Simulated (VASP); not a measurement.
Write the native input for VASP 6.6.1 that does the following.

- Task: single point
- Functional: PBE
- Potentials or basis: VASP PAW PBE potentials, release 64 (Ga_d, B, As)
- Cutoff: 520 eV
- k mesh: 6 × 6 × 10
- Occupations: gaussian, width 0.1 eV
- Spin: no spin polarisation
- Dipole correction: no
- k mesh for the DOS: 9 × 9 × 15
- Occupations for the DOS: tetrahedron
- Further INCAR settings: ALGO = Normal; EDIFF = 1e-06

Ga3BAs2:

```
Ga B As
1.0
     6.40114    0.00000    0.00000
    -3.20057    5.54355    0.00000
     0.00000    0.00000    3.79516
Ga B As
3 1 2
Direct
  0.50000 0.00000 0.50000
  0.50000 0.50000 0.50000
  0.00000 0.50000 0.50000
  0.00000 0.00000 0.00000
  0.33333 0.66667 0.00000
  0.66667 0.33333 0.00000
```

One way to write it, as run:

POSCAR

```
Ga3BAs2
1.0
    6.4011408612      0.0000000000      0.0000000000
   -3.2005704306      5.5435505990      0.0000000000
    0.0000000000      0.0000000000      3.7951555781
Ga B As
3 1 2
Direct
    0.5000000000      0.0000000000      0.5000000000
    0.5000000000      0.5000000000      0.5000000000
    0.0000000000      0.5000000000      0.5000000000
    0.0000000000      0.0000000000      0.0000000000
    0.3333333333      0.6666666667      0.0000000000
    0.6666666667      0.3333333333      0.0000000000
```

INCAR.step1

```
ALGO = Normal
EDIFF = 1E-6
ENCUT = 520
GGA = PE
ISIF = 2
ISMEAR = 0
LASPH = True
LCHARG = True
LREAL = False
LWAVE = False
NBANDS = 35
NELM = 60
PREC = Accurate
SIGMA = 0.1
```

KPOINTS.step1

```
k-points
0
Gamma
  6 6 10
```

INCAR.step2

```
ALGO = Normal
EDIFF = 1E-6
ENCUT = 520
GGA = PE
ICHARG = 11
ISIF = 2
ISMEAR = -5
LASPH = True
LCHARG = False
LORBIT = 11
LREAL = False
LWAVE = False
NEDOS = 2001
NELM = 60
PREC = Accurate
SIGMA = 0.1
```

KPOINTS.step2

```
k-points
0
Gamma
  9 9 15
```

Potentials or basis: VASP PAW PBE potentials, release 64 (Ga_d, B, As).

Run with:

```console
$ cat potpaw_PBE.64/Ga_d/POTCAR potpaw_PBE.64/B/POTCAR potpaw_PBE.64/As/POTCAR > POTCAR
$ cp INCAR.step1 INCAR
$ cp KPOINTS.step1 KPOINTS
$ mpirun -np 1 vasp_std > vasp.out
$ cp INCAR.step2 INCAR
$ cp KPOINTS.step2 KPOINTS
$ mpirun -np 1 vasp_std > vasp.out
```

Results of the run:

```yaml
Valence_electrons_inside_the_program's_atomic_spheres: Ga 11.52; B 1.31; As 2.74
```

Run time: 8.9 min on 1 thread of Intel(R) Xeon(R) Platinum 8259CL CPU @ 2.50GHz (Skylake/Cascade Lake), on a shared host, peak memory 0.49 GiB.
